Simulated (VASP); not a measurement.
Write the native input for VASP 6.6.1 that does the following.

* Task: single point
* Functional: r2SCAN
* Potentials or basis: VASP PAW PBE potentials, release 64 (O, Hg_sv_GW, S)
* Cutoff: 770 eV
* k mesh: 4 × 4 × 4
* Occupations: fermi-dirac, width 0.02 eV
* Spin: no spin polarisation
* Dipole correction: no
* Further INCAR settings: ALGO = Normal; EDIFF = 1e-06; NBANDS = 62

Crystal: Hg4S3O.

```
O Hg S
1.0
     5.85834    0.00000    0.00000
     0.00000    5.85834    0.00000
     0.00000    0.00000    5.85834
O Hg S
1 4 3
Direct
  0.00000 0.00000 0.00000
  0.76888 0.76888 0.76888
  0.23112 0.23112 0.76888
  0.23112 0.76888 0.23112
  0.76888 0.23112 0.23112
  0.50000 0.50000 0.00000
  0.50000 0.00000 0.50000
  0.00000 0.50000 0.50000
```

One way to write it, as run:

POSCAR

```
Hg4S3O
1.0
    5.8583374560      0.0000000000      0.0000000000
    0.0000000000      5.8583374560      0.0000000000
    0.0000000000      0.0000000000      5.8583374560
O Hg S
1 4 3
Direct
    0.0000000000      0.0000000000      0.0000000000
    0.7688820100      0.7688820100      0.7688820100
    0.2311179900      0.2311179900      0.7688820100
    0.2311179900      0.7688820100      0.2311179900
    0.7688820100      0.2311179900      0.2311179900
    0.5000000000      0.5000000000      0.0000000000
    0.5000000000      0.0000000000      0.5000000000
    0.0000000000      0.5000000000      0.5000000000
```

INCAR.step1

```
SYSTEM = Hg4S3O
PREC = Accurate ; ENCUT = 770
ISMEAR = -1 ; SIGMA = 0.02
LREAL = .False. ; LASPH = .True.
NELM = 120 ; NBANDS = 62
GGA = PE ; ALGO = Normal
EDIFF = 1E-5 ; LWAVE = .True.
LCHARG = .False. ; GGA_COMPAT = .False.
```

INCAR.step2

```
SYSTEM = Hg4S3O
PREC = Accurate ; ENCUT = 770
EDIFF = 1E-6 ; ISMEAR = -1
SIGMA = 0.02 ; LREAL = .False.
LASPH = .True. ; NELM = 120
ALGO = Normal ; ISIF = 2
LWAVE = .False. ; LCHARG = .True.
METAGGA = R2SCAN ; LMIXTAU = .True.
LELF = .True. ; LVHAR = .True.
NBANDS = 62 ; ISTART = 1
GGA_COMPAT = .False.
```

KPOINTS

```
Automatic mesh
0
Gamma
  4 4 4
  0 0 0
```

Potentials or basis: VASP PAW PBE potentials, release 64 (O, Hg_sv_GW, S).

Command:

```sh
$ cat potpaw_PBE.64/O/POTCAR potpaw_PBE.64/Hg_sv_GW/POTCAR potpaw_PBE.64/S/POTCAR > POTCAR
$ cp INCAR.step1 INCAR
$ mpirun -np 1 vasp_std > vasp.out
$ cp INCAR.step2 INCAR
$ mpirun -np 1 vasp_std > vasp.out
```

Results of the run:

```yaml
Pressure: -3.5 GPa
Largest_force: 0.020 eV/Å
Band_gap_on_the_k_mesh: zero (filled and empty bands touch)
```

Caveat: the cell stands under tension; semilocal functionals underestimate gaps, and a narrow one can read as zero; the PAW data sets were made with another functional, which shifts forces and pressure a little; spin-orbit coupling is left out, which moves the levels of the heavy elements.

Wall time 13 min on 1 thread of Intel(R) Xeon(R) Platinum 8488C (Sapphire Rapids) (shared host), peak memory 0.55 GiB.
